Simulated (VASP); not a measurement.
A run of VASP 6.6.1 is set up as follows.

Contents of INCAR:

```
  PREC = Accurate
  ENCUT = 520
  EDIFF = 1E-8
  ISMEAR = -1
  SIGMA = 0.05
  LREAL = F
  LASPH = T
  NELM = 150
  ALGO = Normal
  ISIF = 2
  LWAVE = F
  LCHARG = F
  ISPIN = 2
  MAGMOM = 3 -3 0 0 0 0
  LORBIT = 11
  LMAXMIX = 4
  GGA = PE
  LEFG = T
  NBANDS = 38
  KPAR = 4
```

File KPOINTS:

```
Automatic mesh
0
Gamma
  8 8 11
```

POSCAR

```
MnO2
1.0
    4.3960000000      0.0000000000      0.0000000000
    0.0000000000      4.3960000000      0.0000000000
    0.0000000000      0.0000000000      2.8710000000
Mn O
2 4
Direct
    0.0000000000      0.0000000000      0.0000000000
    0.5000000000      0.5000000000      0.5000000000
    0.3049923011      0.3049923011      0.0000000000
    0.1950076989      0.8049923011      0.5000000000
    0.6950076989      0.6950076989      0.0000000000
    0.8049923011      0.1950076989      0.5000000000
```

Potentials or basis: VASP PAW PBE potentials, release 64 (Mn_pv, O).

Run with:

```bash
$ cat potpaw_PBE.64/Mn_pv/POTCAR potpaw_PBE.64/O/POTCAR > POTCAR
$ mpirun -np 4 vasp_std > vasp.out
```

Task: Predict the site moments.

Result: Mn +2.50, -2.50; O -0.05, +0.05 (each value once) μB.

Task: Predict the band gap on the k mesh.

Result: Zero (filled and empty bands overlap).

Task: Predict the largest force.

Result: 0.154 eV/Å.

Forces in eV/Å, atoms in the order of the input:
```
Mn   0.000  0.000  0.000
Mn   0.000  0.000  0.000
O   -0.109 -0.109  0.000
O    0.109 -0.109  0.000
O    0.109  0.109  0.000
O   -0.109  0.109  0.000
```

Caveat: without QUAD_EFG the Cq values of the log hold for a quadrupole moment of 1 mb, not for the nuclei; semilocal functionals often make such compounds metallic where correlation or magnetic order opens a gap, which also shifts bond lengths. With open d or f shells a metallic result of PBE can be an artefact of self-interaction; +U or a hybrid may open a gap.
